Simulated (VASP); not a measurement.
# LiCl (Fm-3m) in VASP: notebook

The runs below take LiCl through single point, with LDA, PBE, PBE+D4.

Program: VASP 6.6.1. These are calculated values, not measurements. Logs are shortened: lines on timing, memory, paths and dates and some standing lists are left out, and cuts for length are marked.

### Step 1. The cell of the first run

Symmetry: Fm-3m, No. 225, cubic system. The conventional cell has a = 5.111 Å, b = 5.111 Å, c = 5.111 Å, α = 90.00°, β = 90.00°, γ = 90.00°. Within 3.4 Å of Li (site symmetry m-3m) lie 6 Cl at 2.56 Å. Within 3.4 Å of Cl (site symmetry m-3m) lie 6 Li at 2.56 Å.

### Step 2. Single point, LDA (strained)

Contents of INCAR:

```
PREC = Accurate ; ENCUT = 750
EDIFF = 1E-6 ; ISMEAR = 0
SIGMA = 0.02 ; LREAL = F
LASPH = T ; NELM = 120
ALGO = Normal ; ISIF = 2
LWAVE = F ; LCHARG = F
GGA = CA ; NBANDS = 12
GGA_COMPAT = F
```

Contents of KPOINTS:

```
Automatic mesh
0
Gamma
  8 8 8
```

Contents of POSCAR:

```
LiCl
1.0
    0.0000000000      2.5556807496      2.5556807496
    2.5556807496      0.0000000000      2.5556807496
    2.5556807496      2.5556807496      0.0000000000
Li Cl
1 1
Direct
    0.0000000000      0.0000000000      0.0000000000
    0.5000000000      0.5000000000      0.5000000000
```

Potentials or basis: VASP PAW LDA potentials, release 64 (Li_sv, Cl).

Run with:

```
> cat potpaw_LDA.64/Li_sv/POTCAR potpaw_LDA.64/Cl/POTCAR > POTCAR
> mpirun -np 1 vasp_std > vasp.out
```

OUTCAR:

```text
PREC = Accurate
   ENCUT = 750
   EDIFF = 1E-6
   ISMEAR = 0
   LREAL = F
   LASPH = T
   NELM = 120
   ISIF = 2
   GGA = CA

 ion  position               nearest neighbor table
   1  0.000  0.000  0.000-   2 2.56   2 2.56   2 2.56   2 2.56   2 2.56   2 2.56
   2  0.500  0.500  0.500-   1 2.56   1 2.56   1 2.56   1 2.56   1 2.56   1 2.56

  LATTYP: Found a face centered cubic cell.
 ALAT       =     5.1113614992

  Lattice vectors:

 A1 = (   0.0000000000,   2.5556807496,   2.5556807496)
 A2 = (   2.5556807496,   0.0000000000,   2.5556807496)
 A3 = (   2.5556807496,   2.5556807496,   0.0000000000)

Analysis of symmetry for initial positions (statically):
=====================================================================
 Subroutine PRICEL returns:
 Original cell was already a primitive cell.

 Routine SETGRP: Setting up the symmetry group for a
 face centered cubic supercell.

 Subroutine GETGRP returns: Found 48 space group operations
 (whereof 48 operations were pure point group operations)
 out of a pool of 48 trial point group operations.

The static configuration has the point symmetry O_h .

Analysis of symmetry for dynamics (positions and initial velocities):
=====================================================================
 Subroutine PRICEL returns:
 Original cell was already a primitive cell.

 Routine SETGRP: Setting up the symmetry group for a
 face centered cubic supercell.

 Subroutine GETGRP returns: Found 48 space group operations
 (whereof 48 operations were pure point group operations)
 out of a pool of 48 trial point group operations.

The dynamic configuration has the point symmetry O_h .

 Subroutine INISYM returns: Found 48 space group operations
 (whereof 48 operations are pure point group operations),
 and found     1 'primitive' translations

----------------------------------------------------------------------------------------

                                     Primitive cell

  volume of cell :      33.3849

  direct lattice vectors                    reciprocal lattice vectors
     0.000000000  2.555680750  2.555680750    -0.195642590  0.195642590  0.195642590
     2.555680750  0.000000000  2.555680750     0.195642590 -0.195642590  0.195642590
     2.555680750  2.555680750  0.000000000     0.195642590  0.195642590 -0.195642590

  length of vectors
     3.614278377  3.614278377  3.614278377     0.338862905  0.338862905  0.338862905

  position of ions in fractional coordinates (direct lattice)
     0.000000000  0.000000000  0.000000000
     0.500000000  0.500000000  0.500000000

  ion indices of the primitive-cell ions
   primitive index   ion index
                 1           1
                 2           2

----------------------------------------------------------------------------------------

 KPOINTS: Automatic mesh

Automatic generation of k-mesh.
 Grid dimensions read from file:
 generate k-points for:    8    8    8

 Generating k-lattice:

  Cartesian coordinates                     Fractional coordinates (reciprocal lattice)
    -0.024455324  0.024455324  0.024455324     0.125000000  0.000000000  0.000000000
     0.024455324 -0.024455324  0.024455324     0.000000000  0.125000000  0.000000000
     0.024455324  0.024455324 -0.024455324     0.000000000  0.000000000  0.125000000

  Length of vectors
     0.042357863  0.042357863  0.042357863

  Shift w.r.t. Gamma in fractional coordinates (k-lattice)
     0.000000000  0.000000000  0.000000000

 Subroutine IBZKPT returns following result:
 ===========================================

 Found     29 irreducible k-points:

 Following reciprocal coordinates:
            Coordinates               Weight
  0.000000  0.000000  0.000000      1.000000
  0.125000  0.000000  0.000000      8.000000
  0.250000  0.000000  0.000000      8.000000
  0.375000  0.000000  0.000000      8.000000
  0.500000  0.000000  0.000000      4.000000
  0.125000  0.125000  0.000000      6.000000
[... 16 lines left out ...]
  0.500000  0.250000  0.125000     48.000000
 -0.375000  0.250000  0.125000     24.000000
 [... further k-points ...]
   k-points           NKPTS =     29   k-points in BZ     NKDIM =     29   number of bands    NBANDS=     12
   number of dos      NEDOS =    301   number of ions     NIONS =      2
   total plane-waves  NPLWV =  32768
   dimension x,y,z NGX =    32 NGY =   32 NGZ =   32
   dimension x,y,z NGXF=    64 NGYF=   64 NGZF=   64
   ions per type =               1   1
   NGX,Y,Z   is equivalent  to a cutoff of  14.72, 14.72, 14.72 a.u.
   NGXF,Y,Z  is equivalent  to a cutoff of  29.44, 29.44, 29.44 a.u.
 SYSTEM =  unknown system
   PREC   = accura    normal or accurate (medium, high low for compatibility)
   ISTART =      0    job   : 0-new  1-cont  2-samecut
   ICHARG =      2    charge: 1-file 2-atom 10-const
   ISPIN  =      1    spin polarized calculation?
   LNONCOLLINEAR =      F non collinear calculations
   LSORBIT =      F    spin-orbit coupling
   LASPH  =      T    aspherical Exc in radial PAW
   ENCUT  =  750.0 eV  55.12 Ry    7.42 a.u.   8.07  8.07  8.07*2*pi/ulx,y,z
   NELM   =    120;   NELMIN=  2; NELMDL= -5     # of ELM steps
   EDIFF  = 0.1E-05   stopping-criterion for ELM
   LREAL  =      F    real-space projection
[... 7 lines left out ...]
   TEBEG  =    0.0;   TEEND  =   0.0 temperature during run
   PSTRESS=    0.0 pullay stress
   NELECT =      10.0000    total number of electrons
   NUPDOWN=      -1.0000    fix difference up-down
   EMIN   =  10.00;   EMAX   =-10.00  energy-range for DOS
   EFERMI =   0.00;   METHOD = LEGACY
   ISMEAR =     0;   SIGMA  =   0.02  broadening in eV -4-tet -1-fermi 0-gaus
   EFERMI_NEDOS =   21; number of points for ismear=-14 and -15
   IALGO  =     38    algorithm
   IMIX   =      4    mixing-type and parameters
     AMIX     =   0.40;   BMIX     =  1.00
     AMIX_MAG =   1.60;   BMIX_MAG =  1.00
  volume/ion in A,a.u.               =      16.69       112.65
  Fermi-wavevector in a.u.,A,eV,Ry     =   1.095363  2.069937 16.324556  1.199821
  Thomas-Fermi vector in A             =   2.231686
   LORBIT       =      0    0 simple, 1 ext, 2 COOP (PROOUT), +10 PAW based schemes
   GGA     = CA    functional components
   LHFCALC =     F    Hartree Fock is set to
   AEXX    =    0.0000 exact exchange contribution
   IVDW    =     0    specifies the selected vdW correction
   LEPSILON=     F    determine dielectric tensor
   LRPA    =     F    only Hartree local field effects (RPA)
 non-spin polarized calculation
 Gauss-broadening in eV      SIGMA  =   0.02
  energy-cutoff  :      750.00
  volume of cell :       33.38
 maximum number of plane-waves:      1588
   NGX = 17   NGY = 17   NGZ = 17

 number of electron      10.0000001 magnetization

 Free energy of the ion-electron system (eV)
  ---------------------------------------------------
  ext. energy  EPLUGINS =         0.00000000
  ---------------------------------------------------
  free energy    TOTEN  =        -8.06650050 eV

  energy without entropy =       -8.06650050  energy(sigma->0) =       -8.06650050

 E-fermi :   0.6447     XC(G=0):  -9.2100

 val. band max:        0.5336513068   @ k =   0.0000   0.0000   0.0000
 cond. band min:       6.5936574989   @ k =   0.0000   0.0000   0.0000
 fundamental gap:      6.0600061921
 Fermi energy:         0.6446780954

 k-point     1 :       0.0000    0.0000    0.0000
  band No.  band energies     occupation
      1     -41.9082      2.00000
      2     -12.8309      2.00000
      3       0.5337      2.00000
      4       0.5337      2.00000
      5       0.5337      2.00000
      6       6.5937      0.00000
      7      12.2794      0.00000
      8      12.2794      0.00000
      9      12.2794      0.00000
     10      14.7066      0.00000
     11      14.7066      0.00000
     12      14.7066      0.00000

 k-point     2 :       0.1250    0.0000    0.0000
  band No.  band energies     occupation
      1     -41.9078      2.00000
      2     -12.7515      2.00000
      3      -0.0226      2.00000
      4       0.4910      2.00000
      5       0.4910      2.00000
      6       7.0608      0.00000
      7      11.4501      0.00000
      8      12.1488      0.00000
      9      12.1488      0.00000
     10      13.4280      0.00000
     11      13.4280      0.00000
     12      15.1906      0.00000

 k-point     3 :       0.2500    0.0000    0.0000
  band No.  band energies     occupation
      1     -41.9066      2.00000
      2     -12.5482      2.00000
      3      -1.1247      2.00000
      4       0.3940      2.00000
      5       0.3940      2.00000
      6       7.4587      0.00000
      7      10.9636      0.00000
      8      10.9636      0.00000
      9      11.2911      0.00000
     10      14.3320      0.00000
     11      14.3320      0.00000
     12      15.7766      0.00000
[... 286 lines left out ...]
 k-point    23 :       0.5000    0.2500    0.1250
  band No.  band energies     occupation
      1     -41.9047      2.00000
      2     -12.1889      2.00000
      3      -1.8911      2.00000
      4      -0.7462      2.00000
      5       0.0189      2.00000
      6       8.6362      0.00000
      7       9.6576      0.00000
      8      10.6473      0.00000
      9      11.7002      0.00000
     10      14.7430      0.00000
     11      17.9228      0.00000
     12      18.2781      0.00000

 k-point    24 :      -0.3750    0.2500    0.1250
  band No.  band energies     occupation
      1     -41.9043      2.00000
      2     -12.1046      2.00000
      3      -2.1336      2.00000
      4      -0.8474      2.00000
      5      -0.0735      2.00000
      6       8.4523      0.00000
      7       9.6096      0.00000
      8      10.8228      0.00000
      9      12.0895      0.00000
     10      15.8841      0.00000
     11      16.4429      0.00000
     12      18.6919      0.00000

 [... further k-points ...]

------------------------ aborting loop because EDIFF is reached ----------------------------------------

  FORCE on cell =-STRESS in cart. coord.  units (eV):
  Direction    XX          YY          ZZ          XY          YZ          ZX
  --------------------------------------------------------------------------------------
  -------------------------------------------------------------------------------------
  Total       -0.6287016     -0.6287016     -0.6287016     -0.0000000     -0.0000000      0.0000000
  in kB      -30.1720865    -30.1720865    -30.1720865     -0.0000000     -0.0000000      0.0000000
  external PRESSURE =     -30.1720865 kB  Pullay stress =       0.0000000 kB

 VOLUME and BASIS-vectors are now :
 -----------------------------------------------------------------------------
  energy-cutoff  :      750.00
  volume of cell :       33.38
      direct lattice vectors                 reciprocal lattice vectors
     0.000000000  2.555680750  2.555680750    -0.195642590  0.195642590  0.195642590
     2.555680750  0.000000000  2.555680750     0.195642590 -0.195642590  0.195642590
     2.555680750  2.555680750  0.000000000     0.195642590  0.195642590 -0.195642590

 POSITION                                       TOTAL-FORCE (eV/Angst)
 -----------------------------------------------------------------------------------
      0.00000      0.00000      0.00000         0.000000      0.000000      0.000000
      2.55568      2.55568      2.55568         0.000000     -0.000000     -0.000000
 -----------------------------------------------------------------------------------
    total drift:                               -0.000000     -0.000000      0.000000

  FREE ENERGIE OF THE ION-ELECTRON SYSTEM (eV)
  ---------------------------------------------------
  free  energy   TOTEN  =        -8.0665004957 eV

  energy  without entropy=       -8.0665004957  energy(sigma->0) =       -8.06650050
```

It took 22 s on 1 thread of Intel Xeon 8259CL, shared host; peak memory 0.15 GiB.

Results:

```yaml
Free_energy: -8.0665 eV
Pressure: -3.0 GPa
Band_gap_on_the_k_mesh: 6.06 eV
```

Caveat: the cell differs from its parent crystal (strained); the cell stands under tension.

### Step 3. Single point, PBE (strained)

Contents of INCAR:

```
ALGO = Normal ; EDIFF = 1E-6
ENCUT = 750 ; GGA = PE
GGA_COMPAT = False ; ISIF = 2
ISMEAR = 0 ; LASPH = True
LCHARG = False ; LREAL = False
LWAVE = False ; NBANDS = 12
NELM = 120 ; PREC = Accurate
SIGMA = 0.02
```

Contents of KPOINTS:

```
k-points
0
Gamma
  8 8 8
```

Contents of POSCAR:

```
LiCl
1.0
    0.0000000000      2.5964604336      2.5964604336
    2.5964604336      0.0000000000      2.5964604336
    2.5964604336      2.5964604336      0.0000000000
Li Cl
1 1
Direct
    0.0000000000      0.0000000000      0.0000000000
    0.5000000000      0.5000000000      0.5000000000
```

Potentials or basis: VASP PAW PBE potentials, release 64 (Li_sv, Cl).

Run with:

```
> cat potpaw_PBE.64/Li_sv/POTCAR potpaw_PBE.64/Cl/POTCAR > POTCAR
> mpirun -np 1 vasp_std > vasp.out
```

OUTCAR:

```text
EDIFF = 1E-6
   ENCUT = 750
   GGA = PE
   ISIF = 2
   ISMEAR = 0
   LASPH = True
   LREAL = False
   NELM = 120
   PREC = Accurate

 ion  position               nearest neighbor table
   1  0.000  0.000  0.000-   2 2.60   2 2.60   2 2.60   2 2.60   2 2.60   2 2.60
   2  0.500  0.500  0.500-   1 2.60   1 2.60   1 2.60   1 2.60   1 2.60   1 2.60

  LATTYP: Found a face centered cubic cell.
 ALAT       =     5.1929208672

  Lattice vectors:

 A1 = (   0.0000000000,   2.5964604336,   2.5964604336)
 A2 = (   2.5964604336,   0.0000000000,   2.5964604336)
 A3 = (   2.5964604336,   2.5964604336,   0.0000000000)

Analysis of symmetry for initial positions (statically):
=====================================================================
 Subroutine PRICEL returns:
 Original cell was already a primitive cell.

 Routine SETGRP: Setting up the symmetry group for a
 face centered cubic supercell.

 Subroutine GETGRP returns: Found 48 space group operations
 (whereof 48 operations were pure point group operations)
 out of a pool of 48 trial point group operations.

The static configuration has the point symmetry O_h .

Analysis of symmetry for dynamics (positions and initial velocities):
=====================================================================
 Subroutine PRICEL returns:
 Original cell was already a primitive cell.

 Routine SETGRP: Setting up the symmetry group for a
 face centered cubic supercell.

 Subroutine GETGRP returns: Found 48 space group operations
 (whereof 48 operations were pure point group operations)
 out of a pool of 48 trial point group operations.

The dynamic configuration has the point symmetry O_h .

 Subroutine INISYM returns: Found 48 space group operations
 (whereof 48 operations are pure point group operations),
 and found     1 'primitive' translations

----------------------------------------------------------------------------------------

                                     Primitive cell

  volume of cell :      35.0086

  direct lattice vectors                    reciprocal lattice vectors
[... 118 lines left out ...]
 non-spin polarized calculation
 Gauss-broadening in eV      SIGMA  =   0.02
  energy-cutoff  :      750.00
  volume of cell :       35.01
 maximum number of plane-waves:      1660
 NGX is ok and might be reduce to    36
   NGX = 17   NGY = 17   NGZ = 17

 number of electron      10.0000000 magnetization

 number of electron       9.9999999 magnetization

 Free energy of the ion-electron system (eV)
  ---------------------------------------------------
  ext. energy  EPLUGINS =         0.00000000
  ---------------------------------------------------
  free energy    TOTEN  =        -7.38155687 eV

  energy without entropy =       -7.38155687  energy(sigma->0) =       -7.38155687

 E-fermi :   0.5236     XC(G=0):  -8.5724

 val. band max:        0.3085480170   @ k =   0.0000   0.0000   0.0000
 cond. band min:       6.4369571475   @ k =   0.0000   0.0000   0.0000
 fundamental gap:      6.1284091305
 Fermi energy:         0.5236386190

 k-point     1 :       0.0000    0.0000    0.0000
  band No.  band energies     occupation
      1     -43.2736      2.00000
      2     -12.9633      2.00000
      3       0.3085      2.00000
      4       0.3085      2.00000
      5       0.3085      2.00000
      6       6.4370      0.00000
      7      12.2142      0.00000
      8      12.2142      0.00000
      9      12.2142      0.00000
     10      14.6160      0.00000
     11      14.6160      0.00000
     12      14.6160      0.00000
[... 331 lines left out ...]
 k-point    24 :      -0.3750    0.2500    0.1250
  band No.  band energies     occupation
      1     -43.2711      2.00000
      2     -12.3375      2.00000
      3      -2.0959      2.00000
      4      -0.9134      2.00000
      5      -0.2333      2.00000
      6       8.4429      0.00000
      7       9.5677      0.00000
      8      10.7707      0.00000
      9      11.8189      0.00000
     10      15.6661      0.00000
     11      16.1906      0.00000
     12      18.2621      0.00000

 [... further k-points ...]

------------------------ aborting loop because EDIFF is reached ----------------------------------------

  FORCE on cell =-STRESS in cart. coord.  units (eV):
  Direction    XX          YY          ZZ          XY          YZ          ZX
  --------------------------------------------------------------------------------------
  -------------------------------------------------------------------------------------
  Total       -0.1783078     -0.1783078     -0.1783078     -0.0000000     -0.0000000      0.0000000
  in kB       -8.1602943     -8.1602943     -8.1602943     -0.0000000     -0.0000000      0.0000000
  external PRESSURE =      -8.1602943 kB  Pullay stress =       0.0000000 kB

 VOLUME and BASIS-vectors are now :
 -----------------------------------------------------------------------------
  energy-cutoff  :      750.00
  volume of cell :       35.01
      direct lattice vectors                 reciprocal lattice vectors
     0.000000000  2.596460434  2.596460434    -0.192569851  0.192569851  0.192569851
     2.596460434  0.000000000  2.596460434     0.192569851 -0.192569851  0.192569851
     2.596460434  2.596460434  0.000000000     0.192569851  0.192569851 -0.192569851

 POSITION                                       TOTAL-FORCE (eV/Angst)
 -----------------------------------------------------------------------------------
      0.00000      0.00000      0.00000        -0.000000     -0.000000      0.000000
      2.59646      2.59646      2.59646         0.000000      0.000000     -0.000000
 -----------------------------------------------------------------------------------
    total drift:                                0.000000      0.000000      0.000000

  FREE ENERGIE OF THE ION-ELECTRON SYSTEM (eV)
  ---------------------------------------------------
  free  energy   TOTEN  =        -7.3815568730 eV

  energy  without entropy=       -7.3815568730  energy(sigma->0) =       -7.38155687
```

OSZICAR:

```text
N       E                     dE             d eps       ncg     rms          rms(c)
DAV:   1     0.500077346774E+02    0.50008E+02   -0.50484E+03   696   0.100E+03
DAV:   2    -0.412763444199E+01   -0.54135E+02   -0.51978E+02   896   0.159E+02
DAV:   3    -0.735090633382E+01   -0.32233E+01   -0.32124E+01   924   0.409E+01
DAV:   4    -0.744811912303E+01   -0.97213E-01   -0.97175E-01   976   0.682E+00
DAV:   5    -0.744968692883E+01   -0.15678E-02   -0.15677E-02   904   0.759E-01    0.236E+00
DAV:   6    -0.737557360136E+01    0.74113E-01   -0.16551E-01   880   0.186E+00    0.167E+00
DAV:   7    -0.737714439146E+01   -0.15708E-02   -0.49515E-02  1020   0.119E+00    0.920E-01
DAV:   8    -0.738151772600E+01   -0.43733E-02   -0.69670E-03   816   0.603E-01    0.160E-01
DAV:   9    -0.738148597801E+01    0.31748E-04   -0.20724E-04   896   0.105E-01    0.618E-02
DAV:  10    -0.738156182906E+01   -0.75851E-04   -0.13571E-04   812   0.761E-02    0.577E-02
DAV:  11    -0.738155686465E+01    0.49644E-05   -0.17813E-05   916   0.246E-02    0.166E-03
DAV:  12    -0.738155687298E+01   -0.83332E-08   -0.65652E-07   804   0.587E-03
   1 F= -.73815569E+01 E0= -.73815569E+01  d E =-.388937E-54
```

Run time: 37 s. Hardware: 1 thread of Intel Xeon 8259CL, shared host; peak memory 0.2 GiB.

What came out:

```
Free energy            : -7.3816 eV
Pressure               : -0.8 GPa
Band gap on the k mesh : 6.13 eV
```

Caveat: the cell differs from its parent crystal (strained).

(Part 1 of 2 ends here.)
